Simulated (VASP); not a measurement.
# Si (P6_3/mmc) in VASP: further runs

Runs on Si. Level: LDA. Tasks: single point.

Program: VASP 6.6.1. These are calculated values, not measurements. Logs are shortened: lines on timing, memory, paths and dates and some standing lists are left out, and cuts for length are marked.

**1. The cell of the first run**

The structure is hexagonal, space group P6_3/mmc (No. 194). The conventional cell has a = 2.732 Å, b = 2.732 Å, c = 4.732 Å, α = 90.00°, β = 90.00°, γ = 120.00°. Within 3.6 Å of Si (site symmetry -6m2) lie 12 Si at 2.73 to 2.84 Å.

**2. Single point, LDA (strain +0.025 along x and y, +0.050 along z)**

File INCAR:

```
PREC = Accurate
ENCUT = 520
EDIFF = 1E-7
ISMEAR = 0
SIGMA = 0.15
LREAL = False
LASPH = True
NELM = 80
ALGO = Normal
ISIF = 2
LWAVE = False
LCHARG = False
NBANDS = 11
```

File KPOINTS:

```
Automatic mesh
0
Gamma
  24 24 10
```

File POSCAR:

```
Si
1.0
    2.7322169471      0.0000000000      0.0000000000
   -1.3661084736      2.3661692849      0.0000000000
    0.0000000000      0.0000000000      4.7315827335
Si
2
Direct
    0.3333333333      0.6666666667      0.2500000000
    0.6666666667      0.3333333333      0.7500000000
```

Potentials or basis: VASP PAW LDA potentials, release 64 (Si).

The run is started by

```console
$ cat potpaw_LDA.64/Si/POTCAR > POTCAR
$ mpirun -np 1 vasp_std > vasp.out
```

OUTCAR:

```text
PREC = Accurate
   ENCUT = 520
   EDIFF = 1E-7
   ISMEAR = 0
   LREAL = False
   LASPH = True
   NELM = 80
   ISIF = 2

 ion  position               nearest neighbor table
   1  0.333  0.667  0.250-   2 2.84   2 2.84   2 2.84   2 2.84   2 2.84   2 2.84
   2  0.667  0.333  0.750-   1 2.84   1 2.84   1 2.84   1 2.84   1 2.84   1 2.84

  LATTYP: Found a hexagonal cell.
 ALAT       =     2.7322169471
 C/A-ratio  =     1.7317741691

  Lattice vectors:

 A1 = (   2.7322169471,   0.0000000000,   0.0000000000)
 A2 = (  -1.3661084736,   2.3661692849,   0.0000000000)
 A3 = (   0.0000000000,   0.0000000000,   4.7315827335)

Analysis of symmetry for initial positions (statically):
=====================================================================
 Subroutine PRICEL returns:
 Original cell was already a primitive cell.

 Routine SETGRP: Setting up the symmetry group for a
 hexagonal supercell.

 Subroutine GETGRP returns: Found 24 space group operations
 (whereof 12 operations were pure point group operations)
 out of a pool of 24 trial point group operations.

The static configuration has the point symmetry D_3d.
 The point group associated with its full space group is D_6h.

Analysis of symmetry for dynamics (positions and initial velocities):
=====================================================================
 Subroutine PRICEL returns:
 Original cell was already a primitive cell.

 Routine SETGRP: Setting up the symmetry group for a
 hexagonal supercell.

 Subroutine GETGRP returns: Found 24 space group operations
 (whereof 12 operations were pure point group operations)
 out of a pool of 24 trial point group operations.

The dynamic configuration has the point symmetry D_3d.
 The point group associated with its full space group is D_6h.

 Subroutine INISYM returns: Found 24 space group operations
 (whereof 12 operations are pure point group operations),
 and found     1 'primitive' translations

----------------------------------------------------------------------------------------

                                     Primitive cell

  volume of cell :      30.5892

  direct lattice vectors                    reciprocal lattice vectors
     2.732216947  0.000000000  0.000000000     0.366003147  0.211312015  0.000000000
    -1.366108474  2.366169285  0.000000000     0.000000000  0.422624030  0.000000000
     0.000000000  0.000000000  4.731582733     0.000000000  0.000000000  0.211345771

  length of vectors
     2.732216947  2.732216947  4.731582733     0.422624030  0.422624030  0.211345771

  position of ions in fractional coordinates (direct lattice)
[... 84 lines left out ...]
   NFREE  =      0    steps in history (QN), initial steepest desc. (CG)
   ISIF   =      2    stress and relaxation
   ISYM   =      2    0-nonsym 1-usesym 2-fastsym
   POTIM  = 0.5000    time-step for ionic-motion
   TEBEG  =    0.0;   TEEND  =   0.0 temperature during run
   PSTRESS=    0.0 pullay stress
   NELECT =       8.0000    total number of electrons
   NUPDOWN=      -1.0000    fix difference up-down
   EMIN   =  10.00;   EMAX   =-10.00  energy-range for DOS
   EFERMI =   0.00;   METHOD = LEGACY
   ISMEAR =     0;   SIGMA  =   0.15  broadening in eV -4-tet -1-fermi 0-gaus
   EFERMI_NEDOS =   21; number of points for ismear=-14 and -15
   IALGO  =     38    algorithm
   IMIX   =      4    mixing-type and parameters
     AMIX     =   0.40;   BMIX     =  1.00
     AMIX_MAG =   1.60;   BMIX_MAG =  1.00
  volume/ion in A,a.u.               =      15.29       103.21
  Fermi-wavevector in a.u.,A,eV,Ry     =   1.046925  1.978402 14.912700  1.096053
  Thomas-Fermi vector in A             =   2.181784
   LORBIT       =      0    0 simple, 1 ext, 2 COOP (PROOUT), +10 PAW based schemes
   GGA     = CA    functional components
   LHFCALC =     F    Hartree Fock is set to
   AEXX    =    0.0000 exact exchange contribution
   IVDW    =     0    specifies the selected vdW correction
   LEPSILON=     F    determine dielectric tensor
   LRPA    =     F    only Hartree local field effects (RPA)
 non-spin polarized calculation
 Gauss-broadening in eV      SIGMA  =   0.15
  energy-cutoff  :      520.00
  volume of cell :       30.59
 maximum number of plane-waves:       845
   NGX = 11   NGY = 11   NGZ = 17

 number of electron       7.9999999 magnetization

 Free energy of the ion-electron system (eV)
  ---------------------------------------------------
  ext. energy  EPLUGINS =         0.00000000
  ---------------------------------------------------
  free energy    TOTEN  =       -11.01261819 eV

  energy without entropy =      -11.00433025  energy(sigma->0) =      -11.00847422

 E-fermi :   9.3867     XC(G=0): -11.0406

 val. band max:        9.3828605073   @ k =   0.2083   0.2083   0.5000
 cond. band min:       9.3979462482   @ k =   0.2500   0.2083   0.5000
 fundamental gap:      0.0150857410
 Fermi energy:         9.3866940846

 k-point     1 :       0.0000    0.0000    0.0000
  band No.  band energies     occupation
      1      -4.4979      2.00000
      2       1.1713      2.00000
      3       2.6426      2.00000
      4      17.9415      0.00000
      5      17.9415      0.00000
      6      18.4596      0.00000
      7      19.3131      0.00000
      8      19.3131      0.00000
      9      19.7212      0.00000
     10      22.2997      0.00000
     11      22.5444      0.00000
[... 309 lines left out ...]
 k-point    24 :       0.4583    0.0417    0.0000
  band No.  band energies     occupation
      1       1.3073      2.00000
      2       2.5485      2.00000
      3       6.9173      2.00000
      4       7.9181      2.00000
      5       7.9392      2.00000
      6       9.8139      0.00006
      7      12.3888      0.00000
      8      16.1067      0.00000
      9      16.9112      0.00000
     10      19.6119      0.00000
     11      21.2760      0.00000

 [... further k-points ...]
[... 5 lines left out ...]
  --------------------------------------------------------------------------------------
  -------------------------------------------------------------------------------------
  Total       -1.4006604     -1.4006604     -1.5824864      0.0000000      0.0000000      0.0000000
  in kB      -73.3628191    -73.3628191    -82.8863757      0.0000000      0.0000000      0.0000000
  external PRESSURE =     -76.5373380 kB  Pullay stress =       0.0000000 kB

 VOLUME and BASIS-vectors are now :
 -----------------------------------------------------------------------------
  energy-cutoff  :      520.00
  volume of cell :       30.59
      direct lattice vectors                 reciprocal lattice vectors
     2.732216947  0.000000000  0.000000000     0.366003147  0.211312015  0.000000000
    -1.366108474  2.366169285  0.000000000     0.000000000  0.422624030  0.000000000
     0.000000000  0.000000000  4.731582733     0.000000000  0.000000000  0.211345771

 POSITION                                       TOTAL-FORCE (eV/Angst)
 -----------------------------------------------------------------------------------
     -0.00000      1.57745      1.18290        -0.000000      0.000000      0.000000
      1.36611      0.78872      3.54869         0.000000     -0.000000      0.000000
 -----------------------------------------------------------------------------------
    total drift:                               -0.000000      0.000000      0.000000

  FREE ENERGIE OF THE ION-ELECTRON SYSTEM (eV)
  ---------------------------------------------------
  free  energy   TOTEN  =       -11.0126181934 eV

  energy  without entropy=      -11.0043302461  energy(sigma->0) =      -11.00847422
```

Wall time 29 s (1 thread of Intel Xeon 6975P-C (Granite Rapids), shared host); peak memory 0.2 GiB.

What came out:

| Item | Value |
| --- | --- |
| Free energy | -11.0126 eV |
| Pressure | -7.7 GPa |
| Band gap on the k mesh | zero (band 4 reaches 17.94 eV, above the bottom of band 5 at 5.88 eV) |

Levels at points of the mesh, in eV from the Fermi level:
```csv
k point,band 1,band 2,band 3,band 4,band 5,band 6,band 7,band 8
"(0.00, 0.00, 0.00)",-13.88,-8.22,-6.74,8.55,8.55,9.07,9.93,9.93
"(0.50, 0.00, 0.00)",-7.84,-7.17,-2.09,-1.91,-1.36,0.24,3.70,5.96
"(0.00, 0.00, 0.50)",-12.29,-12.29,0.22,0.22,9.66,9.66,9.66,9.66
"(0.50, 0.00, 0.50)",-6.26,-6.26,-5.64,-5.64,4.99,4.99,5.06,5.06
```

Caveat: the cell differs from its parent crystal (strain +0.025 along x and y, +0.050 along z).

**3. Single point, LDA (strain +0.050 along x and y, +0.025 along z)**

File INCAR:

```
PREC = Accurate ; ENCUT = 520
EDIFF = 1E-6 ; ISMEAR = 0
SIGMA = 0.15 ; LREAL = F
LASPH = T ; NELM = 60
ALGO = Normal ; ISIF = 2
LWAVE = F ; LCHARG = F
NBANDS = 11
```

File KPOINTS:

```
regular mesh
0
Gamma
  24 24 10
```

File POSCAR:

```
Si
1.0
    2.7988563849      0.0000000000      0.0000000000
   -1.3994281924      2.4238807308      0.0000000000
    0.0000000000      0.0000000000      4.6189260017
Si
2
Direct
    0.3333333333      0.6666666667      0.2500000000
    0.6666666667      0.3333333333      0.7500000000
```

Potentials or basis: VASP PAW LDA potentials, release 64 (Si).

The run is started by

```console
$ cat potpaw_LDA.64/Si/POTCAR > POTCAR
$ mpirun -np 1 vasp_std > vasp.out
```

It took 24 s on 1 thread of Intel Xeon 6975P-C (Granite Rapids), shared host; peak memory 0.21 GiB.

Results (log left out):

```yaml
Free_energy: -10.9654 eV
Pressure: -9.1 GPa
Band_gap_on_the_k_mesh: zero (band 4 reaches 16.72 eV, above the bottom of band 5 at 5.45 eV)
```

Stress tensor (GPa, compression positive):
```
-9.95  0.00  0.00
 0.00 -9.95  0.00
 0.00  0.00 -7.53
```

Levels at points of the mesh, in eV from the Fermi level:
```tsv
k point	band 1	band 2	band 3	band 4	band 5	band 6	band 7	band 8
(0.00, 0.00, 0.00)	-13.65	-7.49	-6.40	7.61	7.61	9.17	9.17	9.98
(0.50, 0.00, 0.00)	-7.97	-7.15	-1.58	-1.56	-1.37	0.32	3.09	5.45
(0.00, 0.00, 0.50)	-11.96	-11.96	1.08	1.08	8.79	8.79	8.79	8.79
(0.50, 0.00, 0.50)	-6.33	-6.33	-5.52	-5.52	4.54	4.54	5.31	5.31
```

Caveat: the cell differs from its parent crystal (strain +0.050 along x and y, +0.025 along z).
